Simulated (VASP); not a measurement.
Here is a VASP 6.6.1 calculation.

Contents of POSCAR:

```
Pt
1.0
    0.0000000000      2.0557950000      1.8600050000
    2.0557950000      0.0000000000      1.8600050000
    2.0557950000      2.0557950000      0.0000000000
Pt
1
Direct
    0.0000000000      0.0000000000      0.0000000000
```

The input INCAR.step1:

```
SYSTEM = Pt
PREC = Accurate ; ENCUT = 520
ISMEAR = 0 ; SIGMA = 0.15
LREAL = .FALSE. ; LASPH = .TRUE.
NELM = 60 ; NBANDS = 11
GGA = PE ; ALGO = Normal
EDIFF = 1E-4 ; LWAVE = .TRUE.
LCHARG = .FALSE.
```

INCAR.step2

```
SYSTEM = Pt
PREC = Accurate ; ENCUT = 520
EDIFF = 1E-6 ; ISMEAR = 0
SIGMA = 0.15 ; LREAL = .FALSE.
LASPH = .TRUE. ; NELM = 60
ALGO = Normal ; ISIF = 2
LWAVE = .FALSE. ; LCHARG = .TRUE.
METAGGA = R2SCAN ; LMIXTAU = .TRUE.
LELF = .TRUE. ; LVHAR = .TRUE.
NBANDS = 11 ; ISTART = 1
```

KPOINTS

```
Automatic mesh
0
G
  20 20 20
  0 0 0
```

Potentials or basis: VASP PAW PBE potentials, release 64 (Pt).

Command:

```bash
$ cat potpaw_PBE.64/Pt/POTCAR > POTCAR
$ cp INCAR.step1 INCAR
$ mpirun -np 1 vasp_std > vasp.out
$ cp INCAR.step2 INCAR
$ mpirun -np 1 vasp_std > vasp.out
```

Estimate the pressure.

-5.6 GPa.

Estimate the band gap on the k mesh.

zero (band 5 reaches 11.07 eV, above the bottom of band 6 at 8.43 eV).

Stress tensor (GPa, compression positive):
```
-7.01  0.00  0.00
 0.00 -7.01  0.00
 0.00  0.00 -2.79
```

Caveat: the cell differs from its parent crystal (strain +0.050 along x and y, -0.050 along z); the PAW data sets were made with another functional, which shifts forces and pressure a little; spin-orbit coupling is left out, which moves the levels of the heavy elements.
